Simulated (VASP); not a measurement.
Input of a VASP 6.6.1 run:

File INCAR:

```
SYSTEM = Ca
PREC = Accurate
ENCUT = 520
EDIFF = 1E-6
ISMEAR = -1
SIGMA = 0.06122561905347299
LREAL = .FALSE.
LASPH = .TRUE.
NELM = 60
ALGO = Normal
ISIF = 2
LWAVE = .FALSE.
LCHARG = .FALSE.
GGA = PE
NBANDS = 11
```

The input KPOINTS:

```
regular mesh
0
G
  11 11 11
  0 0 0
```

Contents of POSCAR:

```
Ca
1.0
    3.5457597512      0.0000000000      0.0000000000
    0.0000000000      3.5457597512      0.0000000000
    0.0000000000      0.0000000000      3.5457597512
Ca
1
Direct
    0.0000000000      0.0000000000      0.0000000000
```

Potentials or basis: VASP PAW PBE potentials, release 64 (Ca_sv).

The run is started by

```bash
$ cat potpaw_PBE.64/Ca_sv/POTCAR > POTCAR
$ mpirun -np 1 vasp_std > vasp.out
```

Predict the pressure.

-0.2 GPa.

What does it give for the band gap on the k mesh?

Zero (bands 5 and 6 overlap by 0.93 eV).
